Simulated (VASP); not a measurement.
CdCu3:

```xyz
4
Lattice="3.8257 0.0000 0.0000 0.0000 3.8257 0.0000 0.0000 0.0000 3.8257" Properties=species:S:1:pos:R:3 pbc="T T T"
Cd    0.0000    0.0000    0.0000
Cu    0.0000    1.9129    1.9129
Cu    1.9129    0.0000    1.9129
Cu    1.9129    1.9129    0.0000
```

```yaml
Program: VASP 6.6.1
Task: relaxation of cell and atoms
Functional: PBEsol
Dispersion: D3(BJ)
Potentials_or_basis: VASP PAW PBE potentials, release 64 (Cd, Cu)
Cutoff: 600 eV
k_mesh: 6 × 6 × 6
Occupations: fermi-dirac, width 0.15 eV
Spin: no spin polarisation
```

At the start: pressure -10.8 GPa; volume 14.00 Å³/atom.

Q: Where does the relaxation end?

A: Over 3 steps the energy falls by 44.7 meV/atom and the volume is 12.80 Å³/atom (-8.6 %); space group Pm-3m (No. 221, to 0.1 Å) before and after.

The path:
| step | energy change (eV) | largest force (eV/Å) | pressure (GPa) | volume (Å³) |
| --- | --- | --- | --- | --- |
| 1 | 0.0000 | 0.0000 | -10.82 | 55.99 |
| 2 | -0.1147 | 0.0000 | 8.68 | 48.68 |
| 3 | -0.1789 | 0.0000 | -0.03 | 51.19 |

Final structure:
```
Cd Cu
1.0
     3.71298    0.00000    0.00000
     0.00000    3.71298    0.00000
     0.00000    0.00000    3.71298
Cd Cu
1 3
Cartesian
  0.0000 0.0000 0.0000
  0.0000 1.8565 1.8565
  1.8565 0.0000 1.8565
  1.8565 1.8565 0.0000
```

Caveat: the PAW data sets were made with another functional, which shifts forces and pressure a little.
